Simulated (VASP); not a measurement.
The system is Na.

```xyz
2
Lattice="3.7670 0.0000 0.0000 -1.8835 3.2623 0.0000 0.0000 0.0000 6.1540" Properties=species:S:1:pos:R:3 pbc="T T T"
Na    0.0000    2.1749    1.5385
Na    1.8835    1.0874    4.6155
```

| Item | Value |
| --- | --- |
| Program | VASP 6.6.1 |
| Task | relaxation of cell and atoms |
| Functional | LDA |
| Potentials or basis | VASP PAW LDA potentials, release 64 (Na_pv) |
| Cutoff | 600 eV |
| k mesh | 9 × 9 × 5 |
| Occupations | methfessel-paxton, width 0.1 eV |
| Spin | no spin polarisation |

At the start: pressure -0.9 GPa; volume 37.81 Å³/atom.

Problem. Where does the relaxation end?

Solution. Over 7 steps the energy falls by 17.7 meV/atom and the volume is 33.17 Å³/atom (-12.3 %); space group P6_3/mmc (No. 194, to 0.05 Å).

The path:
| step | energy change (eV) | largest force (eV/Å) | pressure (GPa) | volume (Å³) |
| --- | --- | --- | --- | --- |
| 1 | 0.0000 | 0.0000 | -0.88 | 75.63 |
| 2 | -0.0137 | 0.0000 | -0.76 | 73.37 |
| 3 | -0.0352 | 0.0000 | -0.08 | 66.86 |
| 4 | -0.0354 | 0.0000 | 0.05 | 66.03 |
| 5 | -0.0354 | 0.0000 | 0.01 | 66.22 |
| 6 | -0.0355 | 0.0000 | 0.01 | 66.27 |
| 7 | -0.0355 | 0.0000 | 0.00 | 66.34 |

Final structure:
```yaml
crystal:
  lattice:
    - [3.55823, 0.00000, 0.00000]
    - [-1.77911, 3.08152, 0.00000]
    - [0.00000, 0.00000, 6.04998]
  atoms:
    - { symbol: Na, position: [0.33333, 0.66667, 0.25000] }
    - { symbol: Na, position: [0.66667, 0.33333, 0.75000] }
```

Caveat: the volume moved by -12 % from the deposited cell, more than functionals usually miss.
